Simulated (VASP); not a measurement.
A run of VASP 6.6.1 is set up as follows.

The input POSCAR:

```
TePb
1.0
    0.0000000000      3.6414940629      3.6414940629
    3.6414940629      0.0000000000      3.6414940629
    3.6414940629      3.6414940629      0.0000000000
Pb Te
1 1
Direct
    0.0000000000      0.0000000000      0.0000000000
    0.2500000000      0.2500000000      0.2500000000
```

File INCAR.step1:

```
SYSTEM = TePb
PREC     = Accurate       ! precision mode
ENCUT    = 520            ! plane-wave cutoff, eV
EDIFF    = 1E-5           ! SCF threshold, eV
ISMEAR   = 0              ! smearing method
SIGMA    = 0.01           ! smearing width, eV
LREAL    = .FALSE.        ! projectors in reciprocal space
LASPH    = .TRUE.         ! aspherical terms in the spheres
NELM     = 100            ! most SCF steps
ALGO     = Normal         ! electronic algorithm
ISIF     = 2              ! what is computed and relaxed
LWAVE    = .TRUE.         ! write WAVECAR
LCHARG   = .FALSE.        ! write CHGCAR
GGA      = PE             ! functional
NBANDS   = 17             ! bands
```

File INCAR.step2:

```
SYSTEM = TePb
PREC     = Accurate       ! precision mode
ENCUT    = 520            ! plane-wave cutoff, eV
EDIFF    = 1E-6           ! SCF threshold, eV
ISMEAR   = 0              ! smearing method
SIGMA    = 0.01           ! smearing width, eV
LREAL    = .FALSE.        ! projectors in reciprocal space
LASPH    = .TRUE.         ! aspherical terms in the spheres
NELM     = 100            ! most SCF steps
ALGO     = Normal         ! electronic algorithm
ISIF     = 2              ! what is computed and relaxed
LWAVE    = .FALSE.        ! write WAVECAR
LCHARG   = .FALSE.        ! write CHGCAR
GGA      = PE             ! functional
LHFCALC  = .TRUE.         ! exact exchange
HFSCREEN = 0.2079         ! screening, 1/A
PRECFOCK = Normal       
ISTART   = 1            
NBANDS   = 17             ! bands
```

The input KPOINTS:

```
Automatic mesh
0
G
  4 4 4
  0 0 0
```

Potentials or basis: VASP PAW PBE potentials, release 64 (Pb_d, Te).

Launch:

```sh
$ cat potpaw_PBE.64/Pb_d/POTCAR potpaw_PBE.64/Te/POTCAR > POTCAR
$ cp INCAR.step1 INCAR
$ mpirun -np 1 vasp_std > vasp.out
$ cp INCAR.step2 INCAR
$ mpirun -np 1 vasp_std > vasp.out
```

**Question.** What does it give for the band gap on the k mesh?

**Answer.** 0.96 eV (least direct gap 1.62 eV).

**Question.** Predict the pressure.

**Answer.** -0.1 GPa.

Caveat: the PAW data sets were made with another functional, which shifts forces and pressure a little; spin-orbit coupling is left out, which moves the levels of the heavy elements. A k mesh can miss the band edges.
